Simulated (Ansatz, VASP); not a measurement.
**Two plane-wave programs on Sb**

```
CELL_PARAMETERS angstrom
3.24302 0.00000 0.00000
0.00000 3.24302 0.00000
0.00000 0.00000 3.24302
ATOMIC_POSITIONS crystal
Sb 0.00000 0.00000 0.00000
```

Alike in both runs: task single point; functional revPBE; k mesh 11 × 11 × 11; occupations fermi-dirac, width 0.1 eV; no spin polarisation.

|  | VASP | Ansatz |
| --- | --- | --- |
| version | VASP 6.6.1 | Ansatz 0.2.0 |
| potentials or method | VASP PAW PBE potentials, release 64 (Sb), cutoff 500 eV | plane waves (420 eV) with PAW, scalar-relativistic |
| valence electrons in the cell | 5 | 15 |

```csv
,VASP,Ansatz,Ansatz less VASP
pressure (GPa),-4.2,-4.2,+0.08
```

VASP's potentials were made for PBE, not for revPBE. With one functional, cell and mesh, what is left measures potentials, basis and numerics. VASP's potentials hold 5 valence electrons a cell and Ansatz's 15, so a difference there can come from the potentials and not from the codes.

Spin-orbit coupling is off throughout.
